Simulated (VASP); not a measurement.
A run of VASP 6.6.1:

Contents of INCAR:

```
SYSTEM = Ca2BF
PREC     = Accurate       ! precision mode
ENCUT    = 520            ! plane-wave cutoff, eV
EDIFF    = 1E-7           ! SCF threshold, eV
ISMEAR   = 0              ! smearing method
SIGMA    = 0.1            ! smearing width, eV
LREAL    = .FALSE.        ! projectors in reciprocal space
LASPH    = .TRUE.         ! aspherical terms in the spheres
NELM     = 60             ! most SCF steps
ALGO     = Normal         ! electronic algorithm
ISIF     = 2              ! what is computed and relaxed
LWAVE    = .FALSE.        ! write WAVECAR
LCHARG   = .TRUE.         ! write CHGCAR
GGA      = PE             ! functional
LELF     = .TRUE.         ! ELF
LVHAR    = .TRUE.       
NBANDS   = 23             ! bands
```

The input KPOINTS:

```
Automatic mesh
0
G
  15 15 8
  0 0 0
```

POSCAR

```
Ca2BF
1.0
    3.5656116205      0.0000000000      0.0000000000
   -1.7828058103      3.0879102434      0.0000000000
    0.0000000000      0.0000000000      6.8826017898
Ca B F
2 1 1
Direct
    0.3333333333      0.6666666667      0.7560800088
    0.6666666667      0.3333333333      0.2439199912
    0.0000000000      0.0000000000      0.0000000000
    0.0000000000      0.0000000000      0.5000000000
```

Potentials or basis: VASP PAW PBE potentials, release 64 (Ca_sv, B, F).

Run with:

```bash
$ cat potpaw_PBE.64/Ca_sv/POTCAR potpaw_PBE.64/B/POTCAR potpaw_PBE.64/F/POTCAR > POTCAR
$ mpirun -np 1 vasp_std > vasp.out
```

Hardware: 1 thread of Intel(R) Xeon(R) Platinum 8375C CPU @ 2.90GHz (Ice Lake), with other jobs on the host.

Task: How long does it take, and how much memory?

Result: It took 4.4 min on 1 thread of Intel(R) Xeon(R) Platinum 8375C CPU @ 2.90GHz (Ice Lake), on a shared host, peak memory 0.43 GiB. Counts: scf iterations 17, k points 192.
